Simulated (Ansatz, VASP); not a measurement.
Cd: VASP beside Ansatz

The input INCAR:

```
SYSTEM = Cd
PREC = Accurate ; ENCUT = 520
EDIFF = 1E-7 ; ISMEAR = 0
SIGMA = 0.1 ; LREAL = .False.
LASPH = .True. ; NELM = 60
ALGO = Normal ; ISIF = 2
LWAVE = .False. ; LCHARG = .True.
GGA = PE ; LELF = .True.
LVHAR = .True. ; NBANDS = 12
```

Contents of KPOINTS:

```
Automatic mesh
0
Gamma
  16 16 16
  0 0 0
```

The input POSCAR:

```
Cd
1.0
   -1.7632466681      1.7632466681      1.7632466681
    1.7632466681     -1.7632466681      1.7632466681
    1.7632466681      1.7632466681     -1.7632466681
Cd
1
Direct
    0.0000000000      0.0000000000      0.0000000000
```

Input for Ansatz:

```yaml
crystal:
  lattice:
    - [-1.7632466681, 1.7632466681, 1.7632466681]
    - [1.7632466681, -1.7632466681, 1.7632466681]
    - [1.7632466681, 1.7632466681, -1.7632466681]
  atoms:
    - { symbol: Cd, position: [0.0, 0.0, 0.0] }
basis:
  ecutwfc: 420
kpoints:
  mp_grid: { grid: [16, 16, 16] }
hamiltonian:
  xc: pbe
scf:
  occupations: { method: gaussian, width: 0.1 }
output:
  forces: true
  stress: true
  eigenvalues: true
```

Alike in both runs: task single point; functional PBE; k mesh 16 × 16 × 16; occupations gaussian, width 0.1 eV; no spin polarisation.

```csv
,VASP,Ansatz
version,VASP 6.6.1,Ansatz 0.2.0
potentials or method,"VASP PAW PBE potentials, release 64 (Cd), cutoff 520 eV","scalar-relativistic, plane waves, PAW"
valence electrons in the cell,12,20
```

VASP gave:

* gap on the k mesh at the Fermi level (eV): none
* pressure (GPa): 3.2

Q: Estimate Ansatz's values.

A: gap on the k mesh at the Fermi level (eV): none; pressure (GPa): 2.9.

A gap of «none» marks a metal or a gap that the smearing closes. The functional is the same, so the differences come from potentials, cutoffs and numerics. VASP's potentials hold 12 valence electrons a cell and Ansatz's 20, so a difference there can come from the potentials and not from the codes.
